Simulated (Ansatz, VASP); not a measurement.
One calculation of SnSe, two programs

```
CELL_PARAMETERS angstrom
0.00000 3.38596 3.38596
3.38596 0.00000 3.38596
3.38596 3.38596 0.00000
ATOMIC_POSITIONS crystal
Sn 0.00000 0.00000 0.00000
Se 0.75000 0.75000 0.75000
```

Change from the starting cell: ordered vacancies on the anion sites of fluorite (F-43m, No. 216).

Alike in both runs: functional PBE; k mesh 6 × 6 × 6; occupations gaussian, width 0.1 eV; no spin polarisation.

Ansatz relaxed the structure, and its values are those at the end. VASP's run is a single point on that final structure, the one shown.

|  | VASP | Ansatz |
| --- | --- | --- |
| version | VASP 6.6.1 | Ansatz 0.2.0 |
| potentials or method | VASP PAW PBE potentials, release 64 (Sn_d, Se), cutoff 520 eV | scalar-relativistic, plane waves, PAW |
| valence electrons in the cell | 20 | 30 |

|  | VASP | Ansatz | Ansatz less VASP |
| --- | --- | --- | --- |
| gap on the k mesh at the Fermi level (eV) | 0.21 | 0.21 | +0.001 |
| least direct gap on the mesh (eV) | 0.68 | 0.68 | +0.001 |
| pressure (GPa) | 0.1 | 0.1 | 0.00 |

VASP's potentials hold 20 valence electrons a cell and Ansatz's 30, so a difference there can come from the potentials and not from the codes.
